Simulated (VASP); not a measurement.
## C: single point with PBE+D3(BJ)

Crystal: C.

```
CELL_PARAMETERS angstrom
2.45494 0.00000 0.00000
-1.22747 2.12604 0.00000
0.00000 0.00000 3.27231
ATOMIC_POSITIONS crystal
C 0.33333 0.66667 0.00000
C 0.66667 0.33333 0.00000
```

```
Program                : VASP 6.6.1
Task                   : single point
Functional             : PBE
Dispersion             : D3(BJ)
Potentials or basis    : VASP PAW PBE potentials, release 64 (C)
Cutoff                 : 520 eV
k mesh                 : 18 × 18 × 12
Occupations            : gaussian, width 0.1 eV
Spin                   : no spin polarisation
Dipole correction      : no
Further INCAR settings : ALGO = Normal; EDIFF = 1e-06; NBANDS = 11
```

```yaml
Pressure: 5.3 GPa
Band_gap_on_the_k_mesh: zero (bands 4 and 5 overlap by 1.56 eV)
Dispersion_energy_per_atom: -0.161 eV
```

Stress tensor (GPa, compression positive):
```
5.54 0.00 0.00
0.00 5.54 0.00
0.00 0.00 4.73
```

Levels at points of the mesh, in eV from the Fermi level:
| k point | band 1 | band 2 | band 3 | band 4 | band 5 | band 6 | band 7 | band 8 | band 9 |
| --- | --- | --- | --- | --- | --- | --- | --- | --- | --- |
| (0.00, 0.00, 0.00) | -19.80 | -6.50 | -3.04 | -3.04 | 4.44 | 8.35 | 8.35 | 11.85 | 12.55 |
| (0.50, 0.00, 0.00) | -14.45 | -13.42 | -6.47 | -1.53 | 2.75 | 7.27 | 11.34 | 11.62 | 19.77 |
| (0.00, 0.00, 0.50) | -19.44 | -8.74 | -2.99 | -2.99 | 8.47 | 8.47 | 11.14 | 11.34 | 13.06 |
| (0.50, 0.00, 0.50) | -14.18 | -13.20 | -6.40 | -3.19 | 0.73 | 7.74 | 13.48 | 18.05 | 20.06 |

Wall time 18 s on 1 thread of AMD EPYC 9R45 96-Core Processor (Zen 5), on a shared host, peak memory 0.13 GiB.

Caveat: the cell stands under pressure.
